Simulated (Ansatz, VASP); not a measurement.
## ZnS: VASP beside Ansatz

Contents of INCAR:

```
SYSTEM = ZnS
PREC     = Accurate       ! precision mode
ENCUT    = 520            ! plane-wave cutoff, eV
EDIFF    = 1E-7           ! SCF threshold, eV
ISMEAR   = 0              ! smearing method
SIGMA    = 0.02           ! smearing width, eV
LREAL    = .FALSE.        ! projectors in reciprocal space
LASPH    = .TRUE.         ! aspherical terms in the spheres
NELM     = 100            ! most SCF steps
ALGO     = Normal         ! electronic algorithm
ISIF     = 2              ! what is computed and relaxed
LWAVE    = .FALSE.        ! write WAVECAR
LCHARG   = .TRUE.         ! write CHGCAR
GGA      = PE             ! functional
LELF     = .TRUE.         ! ELF
LVHAR    = .TRUE.       
NBANDS   = 16             ! bands
```

The input KPOINTS:

```
regular mesh
0
G
  10 10 10
  0 0 0
```

Contents of POSCAR:

```
ZnS
1.0
    0.0000000000      2.8093307498      2.8093307498
    2.8093307498      0.0000000000      2.8093307498
    2.8093307498      2.8093307498      0.0000000000
Zn S
1 1
Direct
    0.2500000000      0.2500000000      0.2500000000
    0.0000000000      0.0000000000      0.0000000000
```

Input for Ansatz:

```yaml
crystal:
  lattice:
    - [0.0, 2.8093307498, 2.8093307498]
    - [2.8093307498, 0.0, 2.8093307498]
    - [2.8093307498, 2.8093307498, 0.0]
  atoms:
    - { symbol: Zn, position: [0.25, 0.25, 0.25] }
    - { symbol: S, position: [0.0, 0.0, 0.0] }
basis:
  ecutwfc: 420
kpoints:
  mp_grid: { grid: [10, 10, 10] }
hamiltonian:
  xc: pbe
scf:
  occupations: { method: gaussian, width: 0.02 }
output:
  forces: true
  stress: true
  eigenvalues: true
  write_density: true
  write_potential: true
  elf: true
  volumetric_format: npy
```

Alike in both runs: task single point; functional PBE; k mesh 10 × 10 × 10; occupations gaussian, width 0.02 eV; no spin polarisation.

|  | VASP | Ansatz |
| --- | --- | --- |
| version | VASP 6.6.1 | Ansatz 0.2.0 |
| potentials or method | VASP PAW PBE potentials, release 64 (Zn, S), cutoff 520 eV | scalar-relativistic, plane waves, PAW |
| valence electrons in the cell | 18 | 18 |

Ansatz gave:

```
gap on the k mesh at the Fermi level (eV) : 1.62
least direct gap on the mesh (eV)         : 1.62
pressure (GPa)                            : -5.3
```

Question: Estimate VASP's values.

Answer: gap on the k mesh at the Fermi level (eV): 1.62; least direct gap on the mesh (eV): 1.62; pressure (GPa): -5.2.
